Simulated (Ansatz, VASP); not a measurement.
# One calculation of AlGa5N6, two programs

```xyz
12
Lattice="2.9956 0.0000 0.0000 0.0000 2.9956 0.0000 0.0000 0.0000 12.7189" Properties=species:S:1:pos:R:3 pbc="T T T"
Al    0.0000    0.0000    6.3595
Ga    0.0000    0.0000   10.5664
Ga    1.4978    1.4978    8.4390
Ga    1.4978    1.4978    4.2800
Ga    0.0000    0.0000    2.1525
Ga    1.4978    1.4978    0.0000
N     0.0000    0.0000    8.4122
N     1.4978    1.4978    6.3595
N     0.0000    0.0000    4.3068
N     1.4978    1.4978    2.1466
N     0.0000    0.0000    0.0000
N     1.4978    1.4978   10.5723
```

Alike in both runs: functional PBE; k mesh 6 × 6 × 2; occupations gaussian, width 0.1 eV; no spin polarisation.

Ansatz relaxed the structure, and its values are those at the end. VASP's run is a single point on that final structure, the one shown.

```csv
,VASP,Ansatz
version,VASP 6.6.1,Ansatz 0.2.0
potentials or method,"VASP PAW PBE potentials, release 64 (Al, Ga_d, N), cutoff 520 eV","scalar-relativistic, plane waves, PAW"
valence electrons in the cell,98,98
```

```csv
,VASP,Ansatz,Ansatz less VASP
gap on the k mesh at the Fermi level (eV),0.50,0.51,+0.010
least direct gap on the mesh (eV),1.16,1.17,+0.010
pressure (GPa),0.7,0.0,-0.66
rms of the force components (eV/Å),0.006,0.002,-0.0037
```
